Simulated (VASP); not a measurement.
# Rh (Fm-3m) in VASP: a series of runs

The runs below take Rh through single point, with PBE.

Program: VASP 6.6.1. These are calculated values, not measurements. Logs are shortened: lines on timing, memory, paths and dates and some standing lists are left out, and cuts for length are marked.

**1. The cell of the first run**

The structure is cubic, space group Fm-3m (No. 225). The conventional cell has a = 3.963 Å, b = 3.963 Å, c = 3.963 Å, α = 90.00°, β = 90.00°, γ = 90.00°. Within 3.7 Å of Rh (site symmetry m-3m) lie 12 Rh at 2.80 Å.

**2. Single point, PBE (strained)**

The input, INCAR:

```
PREC = Accurate
ENCUT = 520
EDIFF = 1E-6
ISMEAR = 0
SIGMA = 0.1
LREAL = F
LASPH = T
NELM = 100
ALGO = Fast
ISIF = 2
LWAVE = F
LCHARG = F
GGA = PE
NBANDS = 14
```

The input, KPOINTS:

```
regular mesh
0
Gamma
  18 18 18
```

The input, POSCAR:

```
Rh
1.0
    0.0000000000      1.9813364215      1.9813364215
    1.9813364215      0.0000000000      1.9813364215
    1.9813364215      1.9813364215      0.0000000000
Rh
1
Direct
    0.0000000000      0.0000000000      0.0000000000
```

Potentials or basis: VASP PAW PBE potentials, release 64 (Rh_pv).

Run with:

```sh
$ cat potpaw_PBE.64/Rh_pv/POTCAR > POTCAR
$ mpirun -np 1 vasp_std > vasp.out
```

OUTCAR:

```text
PREC = Accurate
   ENCUT = 520
   EDIFF = 1E-6
   ISMEAR = 0
   LREAL = F
   LASPH = T
   NELM = 100
   ISIF = 2
   GGA = PE

 ion  position               nearest neighbor table
   1  0.000  0.000  0.000-

  LATTYP: Found a face centered cubic cell.
 ALAT       =     3.9626728430

  Lattice vectors:

 A1 = (   0.0000000000,   1.9813364215,   1.9813364215)
 A2 = (   1.9813364215,   0.0000000000,   1.9813364215)
 A3 = (   1.9813364215,   1.9813364215,   0.0000000000)

Analysis of symmetry for initial positions (statically):
=====================================================================
 Subroutine PRICEL returns:
 Original cell was already a primitive cell.

 Routine SETGRP: Setting up the symmetry group for a
 face centered cubic supercell.

 Subroutine GETGRP returns: Found 48 space group operations
 (whereof 48 operations were pure point group operations)
 out of a pool of 48 trial point group operations.

The static configuration has the point symmetry O_h .

Analysis of symmetry for dynamics (positions and initial velocities):
=====================================================================
 Subroutine PRICEL returns:
 Original cell was already a primitive cell.

 Routine SETGRP: Setting up the symmetry group for a
 face centered cubic supercell.

 Subroutine GETGRP returns: Found 48 space group operations
 (whereof 48 operations were pure point group operations)
 out of a pool of 48 trial point group operations.

The dynamic configuration has the point symmetry O_h .

 Subroutine INISYM returns: Found 48 space group operations
 (whereof 48 operations are pure point group operations),
 and found     1 'primitive' translations

----------------------------------------------------------------------------------------

                                     Primitive cell

  volume of cell :      15.5562

  direct lattice vectors                    reciprocal lattice vectors
     0.000000000  1.981336422  1.981336422    -0.252354923  0.252354923  0.252354923
     1.981336422  0.000000000  1.981336422     0.252354923 -0.252354923  0.252354923
     1.981336422  1.981336422  0.000000000     0.252354923  0.252354923 -0.252354923

  length of vectors
     2.802032839  2.802032839  2.802032839     0.437091548  0.437091548  0.437091548

  position of ions in fractional coordinates (direct lattice)
     0.000000000  0.000000000  0.000000000

  ion indices of the primitive-cell ions
   primitive index   ion index
[... 82 lines left out ...]
   TEBEG  =    0.0;   TEEND  =   0.0 temperature during run
   PSTRESS=    0.0 pullay stress
   NELECT =      15.0000    total number of electrons
   NUPDOWN=      -1.0000    fix difference up-down
   EMIN   =  10.00;   EMAX   =-10.00  energy-range for DOS
   EFERMI =   0.00;   METHOD = LEGACY
   ISMEAR =     0;   SIGMA  =   0.10  broadening in eV -4-tet -1-fermi 0-gaus
   EFERMI_NEDOS =   21; number of points for ismear=-14 and -15
   IALGO  =     68    algorithm
   IMIX   =      4    mixing-type and parameters
     AMIX     =   0.40;   BMIX     =  1.00
     AMIX_MAG =   1.60;   BMIX_MAG =  1.00
  volume/ion in A,a.u.               =      15.56       104.98
  Fermi-wavevector in a.u.,A,eV,Ry     =   1.617349  3.056346 35.590354  2.615817
  Thomas-Fermi vector in A             =   2.711788
   LORBIT       =      0    0 simple, 1 ext, 2 COOP (PROOUT), +10 PAW based schemes
   GGA     = PE    functional components
   LHFCALC =     F    Hartree Fock is set to
   AEXX    =    0.0000 exact exchange contribution
   IVDW    =     0    specifies the selected vdW correction
   LEPSILON=     F    determine dielectric tensor
   LRPA    =     F    only Hartree local field effects (RPA)
 non-spin polarized calculation
 RMM-DIIS sequential band-by-band and
 Gauss-broadening in eV      SIGMA  =   0.10
  energy-cutoff  :      520.00
  volume of cell :       15.56
 maximum number of plane-waves:       444
 NGX is ok and might be reduce to    24
   NGX = 11   NGY = 11   NGZ = 11

 number of electron      15.0000002 magnetization

 Free energy of the ion-electron system (eV)
  ---------------------------------------------------
  ext. energy  EPLUGINS =         0.00000000
  ---------------------------------------------------
  free energy    TOTEN  =        -7.15735768 eV

  energy without entropy =       -7.14878063  energy(sigma->0) =       -7.15306916

 E-fermi :   9.7729     XC(G=0): -13.2496

 val. band max:        9.7715839571   @ k =   0.5000   0.2222   0.1111
 cond. band min:       9.7751368932   @ k =   0.5000   0.3889   0.0556
 fundamental gap:      0.0035529361
 Fermi energy:         9.7728691901

 k-point     1 :       0.0000    0.0000    0.0000
  band No.  band energies     occupation
      1     -36.3989      2.00000
      2     -36.3989      2.00000
      3     -36.3989      2.00000
      4       2.7030      2.00000
      5       7.2331      2.00000
      6       7.2331      2.00000
      7       7.2331      2.00000
      8       8.9448      2.00000
      9       8.9448      2.00000
     10      25.7825      0.00000
     11      30.5580      0.00000
     12      30.5580      0.00000
     13      30.5580      0.00000
     14      30.6620      0.00000
[... 377 lines left out ...]
      1     -36.6262      2.00000
      2     -36.4462      2.00000
      3     -36.4258      2.00000
      4       4.4090      2.00000
      5       6.9365      2.00000
      6       7.5627      2.00000
      7       7.6072      2.00000
      8       8.8045      2.00000
      9       9.3563      2.00000
     10      24.2638      0.00000
     11      27.0147      0.00000
     12      30.6619      0.00000
     13      31.1904      0.00000
     14      33.2264      0.00000

 [... further k-points ...]

------------------------ aborting loop because EDIFF is reached ----------------------------------------

  FORCE on cell =-STRESS in cart. coord.  units (eV):
  Direction    XX          YY          ZZ          XY          YZ          ZX
  --------------------------------------------------------------------------------------
  -------------------------------------------------------------------------------------
  Total       -1.9551794     -1.9551794     -1.9551794     -0.0000000     -0.0000000      0.0000000
  in kB     -201.3689578   -201.3689578   -201.3689578     -0.0000000     -0.0000000      0.0000000
  external PRESSURE =    -201.3689578 kB  Pullay stress =       0.0000000 kB

 VOLUME and BASIS-vectors are now :
 -----------------------------------------------------------------------------
  energy-cutoff  :      520.00
  volume of cell :       15.56
      direct lattice vectors                 reciprocal lattice vectors
     0.000000000  1.981336422  1.981336422    -0.252354923  0.252354923  0.252354923
     1.981336422  0.000000000  1.981336422     0.252354923 -0.252354923  0.252354923
     1.981336422  1.981336422  0.000000000     0.252354923  0.252354923 -0.252354923

 POSITION                                       TOTAL-FORCE (eV/Angst)
 -----------------------------------------------------------------------------------
      0.00000      0.00000      0.00000        -0.000000     -0.000000     -0.000000
 -----------------------------------------------------------------------------------
    total drift:                               -0.000000      0.000000     -0.000000

  FREE ENERGIE OF THE ION-ELECTRON SYSTEM (eV)
  ---------------------------------------------------
  free  energy   TOTEN  =        -7.1573576811 eV

  energy  without entropy=       -7.1487806312  energy(sigma->0) =       -7.15306916
```

It took 82 s on 1 thread of AMD EPYC 7R43 (Zen 3), shared host; peak memory 0.13 GiB.

Results:

```yaml
Free_energy: -7.1574 eV
Pressure: -20.1 GPa
```

Caveat: the cell differs from its parent crystal (strained).

**3. Single point, PBE (strained)**

Changes to INCAR since step 2:

```diff
@@ -7,4 +7,4 @@
 LASPH = T
-NELM = 100
-ALGO = Fast
+NELM = 60
+ALGO = Normal
 ISIF = 2
```

KPOINTS is that of step 2.

The input, POSCAR:

```
Rh
1.0
    0.0000000000      1.9759844845      1.9759844845
    1.9759844845      0.0000000000      1.9759844845
    1.9759844845      1.9759844845      0.0000000000
Rh
1
Direct
    0.0000000000      0.0000000000      0.0000000000
```

Potentials or basis: VASP PAW PBE potentials, release 64 (Rh_pv).

Run with:

```sh
$ cat potpaw_PBE.64/Rh_pv/POTCAR > POTCAR
$ mpirun -np 1 vasp_std > vasp.out
```

It took 72 s on 1 thread of AMD EPYC 7R43 (Zen 3), shared host; peak memory 0.13 GiB.

It converged, with:

```yaml
Free_energy: -7.1726 eV
Pressure: -18.9 GPa
```

Levels at points of the mesh, in eV from the Fermi level:
| k point | band 5 | band 6 | band 7 | band 8 | band 9 | band 10 |
| --- | --- | --- | --- | --- | --- | --- |
| (0.00, 0.00, 0.00) | -2.57 | -2.57 | -2.57 | -0.84 | -0.84 | 16.01 |
| (0.50, 0.00, 0.00) | -2.63 | -2.63 | 0.45 | 0.45 | 0.88 | 7.53 |
| (0.50, 0.50, 0.00) | -4.98 | 0.43 | 0.79 | 0.79 | 3.15 | 10.89 |

Caveat: the cell differs from its parent crystal (strained).

**4. Single point, PBE (volume scaled by 0.94)**

The input, INCAR:

```
PREC = Accurate ; ENCUT = 520
EDIFF = 1E-6 ; ISMEAR = 0
SIGMA = 0.1 ; LREAL = False
LASPH = True ; NELM = 80
ALGO = Normal ; ISIF = 2
LWAVE = False ; LCHARG = False
GGA = PE ; NBANDS = 14
```

The input, KPOINTS:

```
Automatic mesh
0
Gamma
  18 18 18
```

The input, POSCAR:

```
Rh
1.0
    0.0000000000      1.8758966508      1.8758966508
    1.8758966508      0.0000000000      1.8758966508
    1.8758966508      1.8758966508      0.0000000000
Rh
1
Direct
    0.0000000000      0.0000000000      0.0000000000
```

Run with:

```sh
$ cat potpaw_PBE.64/Rh_pv/POTCAR > POTCAR
$ mpirun -np 1 vasp_std > vasp.out
```

It took 14 s on 1 thread of Intel Xeon 6975P-C (Granite Rapids), shared host; peak memory 0.15 GiB.

Results (log left out):

```
Free energy : -7.2149 eV
Pressure    : 18.7 GPa
```

Levels at points of the mesh, in eV from the Fermi level:
```csv
k point,band 3,band 4,band 5,band 6,band 7,band 8,band 9,band 10,band 11,band 12
"(0.00, 0.00, 0.00)",-46.46,-8.27,-3.29,-3.29,-3.29,-1.06,-1.06,15.95,20.39,21.65
"(0.50, 0.00, 0.00)",-46.58,-6.47,-3.37,-3.37,0.61,0.61,0.69,9.06,15.48,20.40
"(0.50, 0.50, 0.00)",-46.77,-6.72,-6.33,0.57,1.05,1.05,3.32,12.80,13.56,13.56
```

**5. Summary**

```csv
cell,gap on the mesh (eV),pressure (GPa)
"a = 2.802 Å, angles 60.0°, 1 atom",none,-20.1
"a = 2.794 Å, angles 60.0°, 1 atom",none,-18.9
"a = 2.653 Å, angles 60.0°, 1 atom",none,18.7
```

Alike in all rows: task single point; level PBE; potentials or basis VASP PAW PBE potentials, release 64 (Rh_pv); no spin polarisation; k mesh 18 × 18 × 18; cutoff (eV) 520; smearing gaussian 0.1 eV.

Total energies depend on the potentials used, so only differences within one code and one set of settings carry meaning.
